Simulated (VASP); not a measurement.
# SnO (P2_1/m) in VASP: single point with PBE

Aim: the single point of SnO with PBE.

Everything below comes from runs of VASP 6.6.1. Logs are shortened: lines on timing, memory, paths and dates and some standing lists are left out, and cuts for length are marked.

### Step 1. The cell of the first run

The structure is monoclinic, space group P2_1/m (No. 11). The conventional cell has a = 3.867 Å, b = 3.867 Å, c = 5.072 Å, α = 90.00°, β = 90.00°, γ = 90.00°. Sn (site symmetry m) has 4 O at 2.16 to 2.35 Å within 2.9 Å. O (site symmetry m) has 4 Sn at 2.16 to 2.35 Å and 4 O at 2.72 to 2.75 Å within 2.9 Å.

### Step 2. Single point, PBE (atoms displaced along a vibrational mode)

INCAR

```
SYSTEM = SnO
PREC = Accurate ; ENCUT = 520
EDIFF = 1E-7 ; ISMEAR = 0
SIGMA = 0.05 ; LREAL = .FALSE.
LASPH = .TRUE. ; NELM = 100
ALGO = Normal ; ISIF = 2
LWAVE = .FALSE. ; LCHARG = .FALSE.
GGA = PE ; NBANDS = 28
```

KPOINTS

```
Automatic mesh
0
G
  10 10 8
  0 0 0
```

POSCAR

```
SnO
1.0
    3.8671579472      0.0000000000      0.0000000000
    0.0000000000      3.8671579472      0.0000000000
    0.0000000000      0.0000000000      5.0719346970
Sn O
2 2
Direct
   -0.0323234793      0.5000000000      0.2284856918
    0.5323234793      0.0000000000      0.7715143082
    0.0034824310      0.0000000000      0.0000000000
    0.4965175690      0.5000000000      0.0000000000
```

Potentials or basis: VASP PAW PBE potentials, release 64 (Sn_d, O).

Command:

```
> cat potpaw_PBE.64/Sn_d/POTCAR potpaw_PBE.64/O/POTCAR > POTCAR
> mpirun -np 1 vasp_std > vasp.out
```

OUTCAR:

```text
SYSTEM = SnO
   PREC = Accurate
   ENCUT = 520
   EDIFF = 1E-7
   ISMEAR = 0
   LREAL = .FALSE.
   LASPH = .TRUE.
   NELM = 100
   ISIF = 2
   GGA = PE

 ion  position               nearest neighbor table
   1  0.968  0.500  0.228-   4 2.16   3 2.26   3 2.26   4 2.35   2 3.46   2 3.46   2 3.73   2 3.73

   2  0.532  0.000  0.772-   3 2.16   4 2.26   4 2.26   3 2.35   1 3.46   1 3.46   1 3.73   1 3.73

   3  0.003  0.000  0.000-   2 2.16   1 2.26   1 2.26   2 2.35
   4  0.497  0.500  0.000-   1 2.16   2 2.26   2 2.26   1 2.35

  LATTYP: Found a simple tetragonal cell.
 ALAT       =     3.8671579472
 C/A-ratio  =     1.3115406110

  Lattice vectors:

 A1 = (   3.8671579472,   0.0000000000,   0.0000000000)
 A2 = (   0.0000000000,   3.8671579472,   0.0000000000)
 A3 = (   0.0000000000,   0.0000000000,   5.0719346970)

Analysis of symmetry for initial positions (statically):
=====================================================================
 Subroutine PRICEL returns:
 Original cell was already a primitive cell.

 Routine SETGRP: Setting up the symmetry group for a
 simple tetragonal supercell.

 Subroutine GETGRP returns: Found  4 space group operations
 (whereof  2 operations were pure point group operations)
 out of a pool of 16 trial point group operations.

The static configuration has the point symmetry C_1h.
 The point group associated with its full space group is C_2h.

Analysis of symmetry for dynamics (positions and initial velocities):
=====================================================================
 Subroutine PRICEL returns:
 Original cell was already a primitive cell.

 Routine SETGRP: Setting up the symmetry group for a
 simple tetragonal supercell.

 Subroutine GETGRP returns: Found  4 space group operations
 (whereof  2 operations were pure point group operations)
 out of a pool of 16 trial point group operations.

The dynamic configuration has the point symmetry C_1h.
 The point group associated with its full space group is C_2h.

 Subroutine INISYM returns: Found  4 space group operations
 (whereof  2 operations are pure point group operations),
 and found     1 'primitive' translations

----------------------------------------------------------------------------------------

                                     Primitive cell

  volume of cell :      75.8503

  direct lattice vectors                    reciprocal lattice vectors
     3.867157947  0.000000000  0.000000000     0.258587835  0.000000000  0.000000000
     0.000000000  3.867157947  0.000000000     0.000000000  0.258587835  0.000000000
     0.000000000  0.000000000  5.071934697     0.000000000  0.000000000  0.197163422

  length of vectors
     3.867157947  3.867157947  5.071934697     0.258587835  0.258587835  0.197163422

  position of ions in fractional coordinates (direct lattice)
     0.967676521  0.500000000  0.228485692
     0.532323479  0.000000000  0.771514308
     0.003482431  0.000000000  0.000000000
     0.496517569  0.500000000  0.000000000

  ion indices of the primitive-cell ions
   primitive index   ion index
                 1           1
                 2           2
                 3           3
                 4           4

----------------------------------------------------------------------------------------

 KPOINTS: Automatic mesh

Automatic generation of k-mesh.
 Grid dimensions read from file:
 generate k-points for:   10   10    8

 Generating k-lattice:

  Cartesian coordinates                     Fractional coordinates (reciprocal lattice)
     0.025858783  0.000000000  0.000000000     0.100000000  0.000000000  0.000000000
     0.000000000  0.025858783  0.000000000     0.000000000  0.100000000  0.000000000
     0.000000000  0.000000000  0.024645428     0.000000000  0.000000000  0.125000000

  Length of vectors
     0.025858783  0.025858783  0.024645428

  Shift w.r.t. Gamma in fractional coordinates (k-lattice)
     0.000000000  0.000000000  0.000000000

 Subroutine IBZKPT returns following result:
 ===========================================

 Found    252 irreducible k-points:

 Following reciprocal coordinates:
            Coordinates               Weight
  0.000000  0.000000  0.000000      1.000000
  0.100000  0.000000  0.000000      2.000000
  0.000000  0.100000  0.000000      2.000000
  0.200000  0.000000  0.000000      2.000000
  0.000000  0.200000  0.000000      2.000000
  0.300000  0.000000  0.000000      2.000000
[... 16 lines left out ...]
 -0.200000  0.300000  0.000000      4.000000
  0.400000  0.200000  0.000000      4.000000
 [... further k-points ...]
   k-points           NKPTS =    252   k-points in BZ     NKDIM =    252   number of bands    NBANDS=     28
   number of dos      NEDOS =    301   number of ions     NIONS =      4
   total plane-waves  NPLWV =  36000
   dimension x,y,z NGX =    30 NGY =   30 NGZ =   40
   dimension x,y,z NGXF=    60 NGYF=   60 NGZF=   80
   ions per type =               2   2
   NGX,Y,Z   is equivalent  to a cutoff of  12.90, 12.90, 13.11 a.u.
   NGXF,Y,Z  is equivalent  to a cutoff of  25.79, 25.79, 26.22 a.u.
 SYSTEM =  SnO
   PREC   = accura    normal or accurate (medium, high low for compatibility)
   ISTART =      0    job   : 0-new  1-cont  2-samecut
   ICHARG =      2    charge: 1-file 2-atom 10-const
   ISPIN  =      1    spin polarized calculation?
   LNONCOLLINEAR =      F non collinear calculations
   LSORBIT =      F    spin-orbit coupling
   LASPH  =      T    aspherical Exc in radial PAW
   ENCUT  =  520.0 eV  38.22 Ry    6.18 a.u.   7.19  7.19  9.43*2*pi/ulx,y,z
   NELM   =    100;   NELMIN=  2; NELMDL= -5     # of ELM steps
   EDIFF  = 0.1E-06   stopping-criterion for ELM
   LREAL  =      F    real-space projection
   EDIFFG = 0.1E-05   stopping-criterion for IOM
   NSW    =      0    number of steps for IOM
   IBRION =     -1    ionic relax: 0-MD 1-quasi-New 2-CG
   NFREE  =      0    steps in history (QN), initial steepest desc. (CG)
   ISIF   =      2    stress and relaxation
   ISYM   =      2    0-nonsym 1-usesym 2-fastsym
   POTIM  = 0.5000    time-step for ionic-motion
   TEBEG  =    0.0;   TEEND  =   0.0 temperature during run
   PSTRESS=    0.0 pullay stress
   NELECT =      40.0000    total number of electrons
   NUPDOWN=      -1.0000    fix difference up-down
   EMIN   =  10.00;   EMAX   =-10.00  energy-range for DOS
   EFERMI =   0.00;   METHOD = LEGACY
   ISMEAR =     0;   SIGMA  =   0.05  broadening in eV -4-tet -1-fermi 0-gaus
   EFERMI_NEDOS =   21; number of points for ismear=-14 and -15
   IALGO  =     38    algorithm
   IMIX   =      4    mixing-type and parameters
     AMIX     =   0.40;   BMIX     =  1.00
     AMIX_MAG =   1.60;   BMIX_MAG =  1.00
  volume/ion in A,a.u.               =      18.96       127.97
  Fermi-wavevector in a.u.,A,eV,Ry     =   1.322642  2.499431 23.801788  1.749382
  Thomas-Fermi vector in A             =   2.452308
   LORBIT       =      0    0 simple, 1 ext, 2 COOP (PROOUT), +10 PAW based schemes
   GGA     = PE    functional components
   LHFCALC =     F    Hartree Fock is set to
   AEXX    =    0.0000 exact exchange contribution
   IVDW    =     0    specifies the selected vdW correction
   LEPSILON=     F    determine dielectric tensor
   LRPA    =     F    only Hartree local field effects (RPA)
 non-spin polarized calculation
 Gauss-broadening in eV      SIGMA  =   0.05
  energy-cutoff  :      520.00
  volume of cell :       75.85
 maximum number of plane-waves:      2064
 NGX is ok and might be reduce to    30
   NGX = 15   NGY = 15   NGZ = 19

 number of electron      39.9999995 magnetization

 Free energy of the ion-electron system (eV)
  ---------------------------------------------------
  ext. energy  EPLUGINS =         0.00000000
  ---------------------------------------------------
  free energy    TOTEN  =       -22.64729676 eV

  energy without entropy =      -22.64729676  energy(sigma->0) =      -22.64729676

 E-fermi :   6.3798     XC(G=0):  -9.8136

 val. band max:        6.1252953666   @ k =   0.0000   0.1000   0.0000
 cond. band min:       6.6609167694   @ k =   0.5000   0.5000   0.0000
 fundamental gap:      0.5356214028
 Fermi energy:         6.3798496459

 k-point     1 :       0.0000    0.0000    0.0000
  band No.  band energies     occupation
      1     -15.6376      2.00000
      2     -15.2785      2.00000
      3     -15.2568      2.00000
      4     -15.2518      2.00000
      5     -15.2159      2.00000
      6     -15.2082      2.00000
[... 20 lines left out ...]
     27      13.1301      0.00000
     28      13.6465      0.00000

 k-point     2 :       0.1000    0.0000    0.0000
  band No.  band energies     occupation
      1     -15.6333      2.00000
      2     -15.2842      2.00000
      3     -15.2556      2.00000
      4     -15.2472      2.00000
      5     -15.2172      2.00000
      6     -15.2089      2.00000
[... 20 lines left out ...]
     27      13.2631      0.00000
     28      14.4015      0.00000

 k-point     3 :       0.0000    0.1000    0.0000
  band No.  band energies     occupation
      1     -15.6330      2.00000
      2     -15.2816      2.00000
      3     -15.2563      2.00000
      4     -15.2552      2.00000
      5     -15.2177      2.00000
      6     -15.2059      2.00000
[... 20 lines left out ...]
     27      13.3714      0.00000
     28      14.3225      0.00000

 k-point     4 :       0.2000    0.0000    0.0000
  band No.  band energies     occupation
      1     -15.6213      2.00000
      2     -15.3149      2.00000
      3     -15.2522      2.00000
      4     -15.2361      2.00000
      5     -15.2239      2.00000
      6     -15.2206      2.00000
[... 20 lines left out ...]
     27      13.4555      0.00000
     28      15.8621      0.00000

 k-point     5 :       0.0000    0.2000    0.0000
  band No.  band energies     occupation
      1     -15.6197      2.00000
      2     -15.3200      2.00000
      3     -15.2570      2.00000
      4     -15.2499      2.00000
      5     -15.2221      2.00000
      6     -15.2161      2.00000
[... 20 lines left out ...]
     27      13.5733      0.00000
     28      15.7666      0.00000

 k-point     6 :       0.3000    0.0000    0.0000
  band No.  band energies     occupation
      1     -15.6032      2.00000
      2     -15.3766      2.00000
      3     -15.2480      2.00000
      4     -15.2313      2.00000
      5     -15.2246      2.00000
      6     -15.2242      2.00000
[... 463 lines left out ...]
      5     -15.2275      2.00000
      6     -15.2177      2.00000
[... 20 lines left out ...]
     27      14.8232      0.00000
     28      15.2930      0.00000

 k-point    22 :       0.3000    0.2000    0.0000
  band No.  band energies     occupation
      1     -15.5986      2.00000
      2     -15.4260      2.00000
      3     -15.2489      2.00000
      4     -15.2370      2.00000
      5     -15.2227      2.00000
      6     -15.2190      2.00000
[... 20 lines left out ...]
     27      14.2673      0.00000
     28      14.8362      0.00000

 k-point    23 :      -0.2000    0.3000    0.0000
  band No.  band energies     occupation
      1     -15.5955      2.00000
      2     -15.4335      2.00000
      3     -15.2483      2.00000
      4     -15.2342      2.00000
      5     -15.2281      2.00000
      6     -15.2191      2.00000
[... 20 lines left out ...]
     27      14.3024      0.00000
     28      14.8372      0.00000

 k-point    24 :       0.4000    0.2000    0.0000
  band No.  band energies     occupation
      1     -15.5849      2.00000
      2     -15.4747      2.00000
      3     -15.2427      2.00000
      4     -15.2368      2.00000
      5     -15.2233      2.00000
      6     -15.2150      2.00000
[... 20 lines left out ...]
     27      13.7982      0.00000
     28      14.5292      0.00000

 [... further k-points ...]

------------------------ aborting loop because EDIFF is reached ----------------------------------------

  FORCE on cell =-STRESS in cart. coord.  units (eV):
  Direction    XX          YY          ZZ          XY          YZ          ZX
  --------------------------------------------------------------------------------------
  -------------------------------------------------------------------------------------
  Total        0.6347766      0.1987013      0.4729610      0.0000000      0.0000000      1.3024408
  in kB       13.4083093      4.1971432      9.9902974      0.0000000      0.0000000     27.5113000
  external PRESSURE =       9.1985833 kB  Pullay stress =       0.0000000 kB

 VOLUME and BASIS-vectors are now :
 -----------------------------------------------------------------------------
  energy-cutoff  :      520.00
  volume of cell :       75.85
      direct lattice vectors                 reciprocal lattice vectors
     3.867157947  0.000000000  0.000000000     0.258587835  0.000000000  0.000000000
     0.000000000  3.867157947  0.000000000     0.000000000  0.258587835  0.000000000
     0.000000000  0.000000000  5.071934697     0.000000000  0.000000000  0.197163422

 POSITION                                       TOTAL-FORCE (eV/Angst)
 -----------------------------------------------------------------------------------
      3.74216      1.93358      1.15886         0.642757      0.000000      0.231795
      2.05858      0.00000      3.91307        -0.642757      0.000000     -0.231795
      0.01347      0.00000      0.00000         0.037829      0.000000      0.117393
      1.92011      1.93358      0.00000        -0.037829      0.000000     -0.117393
 -----------------------------------------------------------------------------------
    total drift:                                0.000000      0.000000     -0.000000

  FREE ENERGIE OF THE ION-ELECTRON SYSTEM (eV)
  ---------------------------------------------------
  free  energy   TOTEN  =       -22.6472967573 eV

  energy  without entropy=      -22.6472967573  energy(sigma->0) =      -22.64729676
```

Wall time 11 min (1 thread of Oxide Virtual Turin-like, shared host); peak memory 0.47 GiB.

What came out:

* Free energy: -22.6473 eV
* Pressure: 0.9 GPa
* Largest force: 0.683 eV/Å
* Band gap on the k mesh: 0.54 eV (least direct gap 1.88 eV)

Forces in eV/Å, atoms in the order of the input:
```
Sn   0.643  0.000  0.232
Sn  -0.643  0.000 -0.232
O    0.038  0.000  0.117
O   -0.038  0.000 -0.117
```

Caveat: the cell differs from its parent crystal (atoms displaced along a vibrational mode); semilocal functionals underestimate gaps, and a narrow one can read as zero; spin-orbit coupling is left out, which moves the levels of the heavy elements.
